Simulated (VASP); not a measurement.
# Ru (P6/mmm) in VASP: single point with r2SCAN

Aim: the single point of Ru with r2SCAN.

Everything below comes from runs of VASP 6.6.1. Logs are shortened: lines on timing, memory, paths and dates and some standing lists are left out, and cuts for length are marked.

## Step 1: The cell of the first run

The structure is hexagonal, space group P6/mmm (No. 191). The conventional cell has a = 2.672 Å, b = 2.672 Å, c = 2.385 Å, α = 90.00°, β = 90.00°, γ = 120.00°. Within 3.2 Å of Ru (site symmetry 6/mmm) lie 8 Ru at 2.38 to 2.67 Å.

This isn't the form of Ru at room conditions, which is hcp.

## Step 2: Single point, r2SCAN

The input, POSCAR:

```
Ru
1.0
    2.6718999861      0.0000000000      0.0000000000
   -1.3359499931      2.3139332644      0.0000000000
    0.0000000000      0.0000000000      2.3848078037
Ru
1
Direct
    0.0000000000      0.0000000000      0.0000000000
```

The input, INCAR.step1:

```
SYSTEM = Ru
ALGO = Normal ; EDIFF = 1E-5
ENCUT = 620 ; GGA = PE
GGA_COMPAT = .FALSE. ; ISMEAR = 0
LASPH = .TRUE. ; LCHARG = .FALSE.
LREAL = .FALSE. ; LWAVE = .TRUE.
NBANDS = 14 ; NELM = 120
PREC = Accurate ; SIGMA = 0.1
```

The input, INCAR.step2:

```
SYSTEM = Ru
ALGO = Normal ; EDIFF = 1E-6
ENCUT = 620 ; GGA_COMPAT = .FALSE.
ISIF = 2 ; ISMEAR = 0
ISTART = 1 ; LASPH = .TRUE.
LCHARG = .TRUE. ; LELF = .TRUE.
LMIXTAU = .TRUE. ; LREAL = .FALSE.
LVHAR = .TRUE. ; LWAVE = .FALSE.
METAGGA = R2SCAN ; NBANDS = 14
NELM = 120 ; PREC = Accurate
SIGMA = 0.1
```

The input, KPOINTS:

```
k-points
0
G
  24 24 24
  0 0 0
```

Potentials or basis: VASP PAW PBE potentials, release 64 (Ru_sv).

The run is started by

```sh
$ cat potpaw_PBE.64/Ru_sv/POTCAR > POTCAR
$ cp INCAR.step1 INCAR
$ mpirun -np 1 vasp_std > vasp.out
$ cp INCAR.step2 INCAR
$ mpirun -np 1 vasp_std > vasp.out
```

OUTCAR:

```text
SYSTEM = Ru
   EDIFF = 1E-6
   ENCUT = 620
   ISIF = 2
   ISMEAR = 0
   ISTART = 1
   LASPH = .TRUE.
   LREAL = .FALSE.
   METAGGA = R2SCAN
   NELM = 120
   PREC = Accurate

 ion  position               nearest neighbor table
   1  0.000  0.000  0.000-

  LATTYP: Found a hexagonal cell.
 ALAT       =     2.6718999861
 C/A-ratio  =     0.8925512991

  Lattice vectors:

 A1 = (   2.6718999861,   0.0000000000,   0.0000000000)
 A2 = (  -1.3359499931,   2.3139332644,   0.0000000000)
 A3 = (   0.0000000000,   0.0000000000,   2.3848078037)

Analysis of symmetry for initial positions (statically):
=====================================================================
 Subroutine PRICEL returns:
 Original cell was already a primitive cell.

 Routine SETGRP: Setting up the symmetry group for a
 hexagonal supercell.

 Subroutine GETGRP returns: Found 24 space group operations
 (whereof 24 operations were pure point group operations)
 out of a pool of 24 trial point group operations.

The static configuration has the point symmetry D_6h.

Analysis of symmetry for dynamics (positions and initial velocities):
=====================================================================
 Subroutine PRICEL returns:
 Original cell was already a primitive cell.

 Routine SETGRP: Setting up the symmetry group for a
 hexagonal supercell.

 Subroutine GETGRP returns: Found 24 space group operations
 (whereof 24 operations were pure point group operations)
 out of a pool of 24 trial point group operations.

The dynamic configuration has the point symmetry D_6h.

 Subroutine INISYM returns: Found 24 space group operations
 (whereof 24 operations are pure point group operations),
 and found     1 'primitive' translations

----------------------------------------------------------------------------------------

                                     Primitive cell

  volume of cell :      14.7443

  direct lattice vectors                    reciprocal lattice vectors
     2.671899986  0.000000000  0.000000000     0.374265506  0.216082291  0.000000000
    -1.335949993  2.313933264  0.000000000     0.000000000  0.432164581  0.000000000
     0.000000000  0.000000000  2.384807804     0.000000000  0.000000000  0.419321003

  length of vectors
     2.671899986  2.671899986  2.384807804     0.432164581  0.432164581  0.419321003

[... 84 lines left out ...]
   ISIF   =      2    stress and relaxation
   ISYM   =      2    0-nonsym 1-usesym 2-fastsym
   POTIM  = 0.5000    time-step for ionic-motion
   TEBEG  =    0.0;   TEEND  =   0.0 temperature during run
   PSTRESS=    0.0 pullay stress
   NELECT =      16.0000    total number of electrons
   NUPDOWN=      -1.0000    fix difference up-down
   EMIN   =  10.00;   EMAX   =-10.00  energy-range for DOS
   EFERMI =   0.00;   METHOD = LEGACY
   ISMEAR =     0;   SIGMA  =   0.10  broadening in eV -4-tet -1-fermi 0-gaus
   EFERMI_NEDOS =   21; number of points for ismear=-14 and -15
   IALGO  =     38    algorithm
   IMIX   =      4    mixing-type and parameters
     AMIX     =   0.40;   BMIX     =  1.00
     AMIX_MAG =   1.60;   BMIX_MAG =  1.00
  volume/ion in A,a.u.               =      14.74        99.50
  Fermi-wavevector in a.u.,A,eV,Ry     =   1.682313  3.179110 38.506876  2.830176
  Thomas-Fermi vector in A             =   2.765714
   LORBIT       =      0    0 simple, 1 ext, 2 COOP (PROOUT), +10 PAW based schemes
   METAGGA = R2SCAN    functional components
   LHFCALC =     F    Hartree Fock is set to
   AEXX    =    0.0000 exact exchange contribution
   IVDW    =     0    specifies the selected vdW correction
   LEPSILON=     F    determine dielectric tensor
   LRPA    =     F    only Hartree local field effects (RPA)
 non-spin polarized calculation
 Gauss-broadening in eV      SIGMA  =   0.10
  energy-cutoff  :      620.00
  volume of cell :       14.74
 maximum number of plane-waves:       549
 NGX is ok and might be reduce to    24
   NGX = 11   NGY = 11   NGZ =  9

 number of electron      16.0000004 magnetization

 Free energy of the ion-electron system (eV)
  ---------------------------------------------------
  ext. energy  EPLUGINS =         0.00000000
  ---------------------------------------------------
  free energy    TOTEN  =       -24.59141478 eV

  energy without entropy =      -24.58364548  energy(sigma->0) =      -24.58753013

 E-fermi :  13.6364     XC(G=0): -14.7457

 val. band max:       13.6359268374   @ k =   0.3750   0.1250   0.0417
 cond. band min:      13.6370579988   @ k =   0.0833   0.0000   0.2500
 fundamental gap:      0.0011311614
 Fermi energy:        13.6364380985

 k-point     1 :       0.0000    0.0000    0.0000
  band No.  band energies     occupation
      1     -61.5703      2.00000
      2     -30.2014      2.00000
      3     -30.2014      2.00000
      4     -29.9807      2.00000
      5       5.8363      2.00000
      6       7.5048      2.00000
      7      11.0805      2.00000
      8      11.0805      2.00000
      9      15.6548      0.00000
     10      15.6548      0.00000
     11      28.9520      0.00000
     12      32.9996      0.00000
     13      36.0877      0.00000
     14      36.0877      0.00000
[... 377 lines left out ...]
      1     -61.4316      2.00000
      2     -31.1139      2.00000
      3     -30.4280      2.00000
      4     -29.8886      2.00000
      5       7.6438      2.00000
      6       8.4754      2.00000
      7      13.4452      1.99316
      8      13.7578      0.08610
      9      15.1494      0.00000
     10      15.8115      0.00000
     11      22.3605      0.00000
     12      27.9568      0.00000
     13      33.9593      0.00000
     14      37.9780      0.00000

 [... further k-points ...]

------------------------ aborting loop because EDIFF is reached ----------------------------------------

  FORCE on cell =-STRESS in cart. coord.  units (eV):
  Direction    XX          YY          ZZ          XY          YZ          ZX
  --------------------------------------------------------------------------------------
  -------------------------------------------------------------------------------------
  Total        0.0165268      0.0165268      0.0105180     -0.0000000     -0.0000000     -0.0000000
  in kB        1.7958693      1.7958693      1.1429281     -0.0000000     -0.0000000     -0.0000000
  external PRESSURE =       1.5782222 kB  Pullay stress =       0.0000000 kB

 VOLUME and BASIS-vectors are now :
 -----------------------------------------------------------------------------
  energy-cutoff  :      620.00
  volume of cell :       14.74
      direct lattice vectors                 reciprocal lattice vectors
     2.671899986  0.000000000  0.000000000     0.374265506  0.216082291  0.000000000
    -1.335949993  2.313933264  0.000000000     0.000000000  0.432164581  0.000000000
     0.000000000  0.000000000  2.384807804     0.000000000  0.000000000  0.419321003

 POSITION                                       TOTAL-FORCE (eV/Angst)
 -----------------------------------------------------------------------------------
      0.00000      0.00000      0.00000         0.000000      0.000000      0.000000
 -----------------------------------------------------------------------------------
    total drift:                                0.000000      0.000000      0.000000

  FREE ENERGIE OF THE ION-ELECTRON SYSTEM (eV)
  ---------------------------------------------------
  free  energy   TOTEN  =       -24.5914147849 eV

  energy  without entropy=      -24.5836454847  energy(sigma->0) =      -24.58753013
```

OUTCAR.step1:

```text
SYSTEM = Ru
   EDIFF = 1E-5
   ENCUT = 620
   GGA = PE
   ISMEAR = 0
   LASPH = .TRUE.
[... 627 lines left out ...]
 -----------------------------------------------------------------------------------
      0.00000      0.00000      0.00000         0.000000      0.000000      0.000000
 -----------------------------------------------------------------------------------
    total drift:                                0.000000     -0.000000      0.000000

  FREE ENERGIE OF THE ION-ELECTRON SYSTEM (eV)
  ---------------------------------------------------
  free  energy   TOTEN  =        -8.4248014568 eV

  energy  without entropy=       -8.4163363760  energy(sigma->0) =       -8.42056892
```

OSZICAR.step1:

```text
N       E                     dE             d eps       ncg     rms          rms(c)
DAV:   1     0.150266538904E+03    0.15027E+03   -0.10285E+04 22268   0.143E+03
DAV:   2    -0.604331238381E+01   -0.15631E+03   -0.14779E+03 24922   0.409E+02
DAV:   3    -0.883176336604E+01   -0.27885E+01   -0.27695E+01 26290   0.585E+01
DAV:   4    -0.884831094959E+01   -0.16548E-01   -0.16547E-01 25390   0.488E+00
DAV:   5    -0.884850963223E+01   -0.19868E-03   -0.19868E-03 26512   0.513E-01    0.167E+01
DAV:   6    -0.843977484160E+01    0.40873E+00   -0.72500E-01 23656   0.113E+01    0.414E+00
DAV:   7    -0.842591576721E+01    0.13859E-01   -0.28927E-02 26842   0.197E+00    0.125E+00
DAV:   8    -0.842484370236E+01    0.10721E-02   -0.34171E-03 22930   0.837E-01    0.504E-02
DAV:   9    -0.842479856465E+01    0.45138E-04   -0.67863E-05 27814   0.120E-01    0.271E-02
DAV:  10    -0.842480145680E+01   -0.28922E-05   -0.46393E-06 14768   0.266E-02
   1 F= -.84248015E+01 E0= -.84205689E+01  d E =-.846508E-02
```

Wall time 6 min (1 thread of Intel Xeon Platinum 8124M at 3.00GHz (Skylake/Cascade Lake), shared host); peak memory 0.3 GiB.

What came out:

- Free energy: -24.5914 eV
- Pressure: 0.2 GPa
- Band gap on the k mesh: zero (bands 8 and 9 overlap by 3.80 eV)

Levels at points of the mesh, in eV from the Fermi level:
```tsv
k point	band 4	band 5	band 6	band 7	band 8	band 9	band 10	band 11	band 12	band 13
(0.00, 0.00, 0.00)	-43.62	-7.80	-6.13	-2.56	-2.56	2.02	2.02	15.32	19.36	22.45
(0.50, 0.00, 0.00)	-43.53	-6.06	-5.16	-0.21	0.47	1.54	1.89	8.68	14.51	20.24
(0.00, 0.00, 0.50)	-43.67	-4.59	-1.69	-1.69	-1.49	-1.49	0.11	9.50	19.35	21.80
(0.50, 0.00, 0.50)	-43.87	-6.56	-4.44	-2.50	2.27	3.78	7.33	7.49	16.85	18.37
```

Caveat: the PAW data sets were made with another functional, which shifts forces and pressure a little.
